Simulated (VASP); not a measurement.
# BaO (Fm-3m) in VASP: single point with PBE

Aim: the single point of BaO with PBE.

Everything below comes from runs of VASP 6.6.1. Logs are shortened: lines on timing, memory, paths and dates and some standing lists are left out, and cuts for length are marked.

## Step 1: The cell of the first run

Symmetry: Fm-3m, No. 225, cubic system. The conventional cell has a = 5.573 Å, b = 5.573 Å, c = 5.573 Å, α = 90.00°, β = 90.00°, γ = 90.00°. Ba (site symmetry m-3m) has 6 O at 2.79 Å within 3.7 Å. O (site symmetry m-3m) has 6 Ba at 2.79 Å within 3.7 Å.

## Step 2: Single point, PBE

The input, POSCAR:

```
BaO
1.0
    0.0000000000      2.7866632389      2.7866632389
    2.7866632389      0.0000000000      2.7866632389
    2.7866632389      2.7866632389      0.0000000000
Ba O
1 1
Direct
    0.0000000000      0.0000000000      0.0000000000
    0.5000000000      0.5000000000      0.5000000000
```

The input, INCAR.step1:

```
PREC     = Accurate       # precision mode
ENCUT    = 1000           # plane-wave cutoff, eV
EDIFF    = 1E-6           # SCF threshold, eV
ISMEAR   = 0              # smearing method
SIGMA    = 0.02           # smearing width, eV
LREAL    = False          # projectors in reciprocal space
LASPH    = True           # aspherical terms in the spheres
NELM     = 120            # most SCF steps
ALGO     = Normal         # electronic algorithm
ISIF     = 2              # what is computed and relaxed
LWAVE    = False          # write WAVECAR
LCHARG   = True           # write CHGCAR
GGA      = PE             # functional
NBANDS   = 15             # bands
GGA_COMPAT= False        
NEDOS    = 2001           # points of the DOS
LORBIT   = 11             # projections on sites
```

The input, KPOINTS.step1:

```
regular mesh
0
Gamma
  8 8 8
```

The input, INCAR.step2:

```
PREC     = Accurate       # precision mode
ENCUT    = 1000           # plane-wave cutoff, eV
EDIFF    = 1E-6           # SCF threshold, eV
ISMEAR   = -5             # smearing method
SIGMA    = 0.02           # smearing width, eV
LREAL    = False          # projectors in reciprocal space
LASPH    = True           # aspherical terms in the spheres
NELM     = 120            # most SCF steps
ALGO     = Normal         # electronic algorithm
ISIF     = 2              # what is computed and relaxed
LWAVE    = False          # write WAVECAR
LCHARG   = False          # write CHGCAR
GGA      = PE             # functional
LORBIT   = 11             # projections on sites
NBANDS   = 15             # bands
NEDOS    = 2001           # points of the DOS
ICHARG   = 11             # starting density
GGA_COMPAT= False
```

The input, KPOINTS.step2:

```
regular mesh
0
Gamma
  12 12 12
```

Potentials or basis: VASP PAW PBE potentials, release 64 (Ba_sv, O_h).

Run with:

```sh
$ cat potpaw_PBE.64/Ba_sv/POTCAR potpaw_PBE.64/O_h/POTCAR > POTCAR
$ cp INCAR.step1 INCAR
$ cp KPOINTS.step1 KPOINTS
$ mpirun -np 1 vasp_std > vasp.out
$ cp INCAR.step2 INCAR
$ cp KPOINTS.step2 KPOINTS
$ mpirun -np 1 vasp_std > vasp.out
```

OUTCAR:

```text
PREC = Accurate
   ENCUT = 1000
   EDIFF = 1E-6
   ISMEAR = -5
   LREAL = False
   LASPH = True
   NELM = 120
   ISIF = 2
   GGA = PE
   LORBIT = 11
   ICHARG = 11

 ion  position               nearest neighbor table
   1  0.000  0.000  0.000-   2 2.79   2 2.79   2 2.79   2 2.79   2 2.79   2 2.79
   2  0.500  0.500  0.500-   1 2.79   1 2.79   1 2.79   1 2.79   1 2.79   1 2.79

  LATTYP: Found a face centered cubic cell.
 ALAT       =     5.5733264778

  Lattice vectors:

 A1 = (   0.0000000000,   2.7866632389,   2.7866632389)
 A2 = (   2.7866632389,   0.0000000000,   2.7866632389)
 A3 = (   2.7866632389,   2.7866632389,   0.0000000000)

Analysis of symmetry for initial positions (statically):
=====================================================================
 Subroutine PRICEL returns:
 Original cell was already a primitive cell.

 Routine SETGRP: Setting up the symmetry group for a
 face centered cubic supercell.

 Subroutine GETGRP returns: Found 48 space group operations
 (whereof 48 operations were pure point group operations)
 out of a pool of 48 trial point group operations.

The static configuration has the point symmetry O_h .

Analysis of symmetry for dynamics (positions and initial velocities):
=====================================================================
 Subroutine PRICEL returns:
 Original cell was already a primitive cell.

 Routine SETGRP: Setting up the symmetry group for a
 face centered cubic supercell.

 Subroutine GETGRP returns: Found 48 space group operations
 (whereof 48 operations were pure point group operations)
 out of a pool of 48 trial point group operations.

The dynamic configuration has the point symmetry O_h .

 Subroutine INISYM returns: Found 48 space group operations
 (whereof 48 operations are pure point group operations),
 and found     1 'primitive' translations

----------------------------------------------------------------------------------------

                                     Primitive cell

  volume of cell :      43.2796

  direct lattice vectors                    reciprocal lattice vectors
     0.000000000  2.786663239  2.786663239    -0.179426058  0.179426058  0.179426058
     2.786663239  0.000000000  2.786663239     0.179426058 -0.179426058  0.179426058
     2.786663239  2.786663239  0.000000000     0.179426058  0.179426058 -0.179426058

  length of vectors
     3.940936946  3.940936946  3.940936946     0.310775049  0.310775049  0.310775049

  position of ions in fractional coordinates (direct lattice)
[... 100 lines left out ...]
     AMIX     =   0.40;   BMIX     =  1.00
     AMIX_MAG =   1.60;   BMIX_MAG =  1.00
  volume/ion in A,a.u.               =      21.64       146.03
  Fermi-wavevector in a.u.,A,eV,Ry     =   1.174953  2.220338 18.783027  1.380514
  Thomas-Fermi vector in A             =   2.311341
   LORBIT       =     11    0 simple, 1 ext, 2 COOP (PROOUT), +10 PAW based schemes
   GGA     = PE    functional components
   LHFCALC =     F    Hartree Fock is set to
   AEXX    =    0.0000 exact exchange contribution
   IVDW    =     0    specifies the selected vdW correction
   LEPSILON=     F    determine dielectric tensor
   LRPA    =     F    only Hartree local field effects (RPA)
 non-spin polarized calculation
 Fermi weights with tetrahedron method with Bloechl corrections
  energy-cutoff  :     1000.00
  volume of cell :       43.28
 maximum number of plane-waves:      3138
 NGX is ok and might be reduce to    42

 number of electron      16.0000000 magnetization

 Free energy of the ion-electron system (eV)
  ---------------------------------------------------
  ext. energy  EPLUGINS =         0.00000000
  ---------------------------------------------------
  free energy    TOTEN  =       -11.81167751 eV

  energy without entropy =      -11.81167751  energy(sigma->0) =      -11.81167751

 E-fermi :   1.9254     XC(G=0):  -9.5360

 val. band max:        1.9252816880   @ k =   0.5000   0.5000   0.0000
 cond. band min:       3.9632736471   @ k =   0.5000   0.5000   0.0000
 fundamental gap:      2.0379919591
 Fermi energy:         1.9253782189

 k-point     1 :       0.0000    0.0000    0.0000
  band No.  band energies     occupation
      1     -23.9850      2.00000
      2     -13.0352      2.00000
      3      -8.5347      2.00000
      4      -8.5347      2.00000
      5      -8.5347      2.00000
      6       1.6308      2.00000
      7       1.6308      2.00000
      8       1.6308      2.00000
      9       5.3972      0.00000
     10       6.6195      0.00000
     11       6.6195      0.00000
     12       6.6195      0.00000
     13       8.8390      0.00000
     14       8.8390      0.00000
[... 401 lines left out ...]
      2     -13.6165      2.00000
      3      -9.0814      2.00000
      4      -8.7795      2.00000
      5      -8.7185      2.00000
      6       0.3443      2.00000
      7       0.6859      2.00000
      8       1.0278      2.00000
      9       6.8388      0.00000
     10       7.8444      0.00000
     11       9.2108      0.00000
     12       9.9344      0.00000
     13      11.9079      0.00000
     14      13.1331      0.00000
     15      14.1976      0.00000

 [... further k-points ...]

------------------------ aborting loop because EDIFF is reached ----------------------------------------

  FORCE on cell =-STRESS in cart. coord.  units (eV):
  Direction    XX          YY          ZZ          XY          YZ          ZX
  --------------------------------------------------------------------------------------
  -------------------------------------------------------------------------------------
  Total        0.4424469      0.4424469      0.4424469      0.0000000     -0.0000000      0.0000000
  in kB       16.3790354     16.3790354     16.3790354      0.0000000     -0.0000000      0.0000000
  external PRESSURE =      16.3790354 kB  Pullay stress =       0.0000000 kB

 VOLUME and BASIS-vectors are now :
 -----------------------------------------------------------------------------
  energy-cutoff  :     1000.00
  volume of cell :       43.28
      direct lattice vectors                 reciprocal lattice vectors
     0.000000000  2.786663239  2.786663239    -0.179426058  0.179426058  0.179426058
     2.786663239  0.000000000  2.786663239     0.179426058 -0.179426058  0.179426058
     2.786663239  2.786663239  0.000000000     0.179426058  0.179426058 -0.179426058

 POSITION                                       TOTAL-FORCE (eV/Angst)
 -----------------------------------------------------------------------------------
      0.00000      0.00000      0.00000         0.000000      0.000000     -0.000000
      2.78666      2.78666      2.78666        -0.000000     -0.000000      0.000000
 -----------------------------------------------------------------------------------
    total drift:                               -0.000000     -0.000000     -0.000000

  FREE ENERGIE OF THE ION-ELECTRON SYSTEM (eV)
  ---------------------------------------------------
  free  energy   TOTEN  =       -11.8116775106 eV

  energy  without entropy=      -11.8116775106  energy(sigma->0) =      -11.81167751

 total charge

# of ion       s       p       d       tot
------------------------------------------
    1        2.016   5.625   0.329   7.969
    2        1.044   2.270   0.000   3.314
--------------------------------------------------
tot          3.060   7.894   0.329  11.283
```

OUTCAR.step1:

```text
PREC = Accurate
   ENCUT = 1000
   EDIFF = 1E-6
   ISMEAR = 0
   LREAL = False
   LASPH = True
[... 658 lines left out ...]
    total drift:                               -0.000000     -0.000000     -0.000000

  FREE ENERGIE OF THE ION-ELECTRON SYSTEM (eV)
  ---------------------------------------------------
  free  energy   TOTEN  =       -11.8116576748 eV

  energy  without entropy=      -11.8116576748  energy(sigma->0) =      -11.81165767

 total charge

# of ion       s       p       d       tot
------------------------------------------
    1        2.016   5.625   0.329   7.969
    2        1.044   2.270   0.000   3.314
--------------------------------------------------
tot          3.060   7.894   0.329  11.283
```

Wall time 2.8 min (1 thread of AMD EPYC 7R43 (Zen 3), shared host); peak memory 0.3 GiB.

What came out:

```yaml
Valence_electrons_inside_the_program's_atomic_spheres: Ba 7.97; O 3.31
```

Caveat: spin-orbit coupling is left out, which moves the levels of the heavy elements.
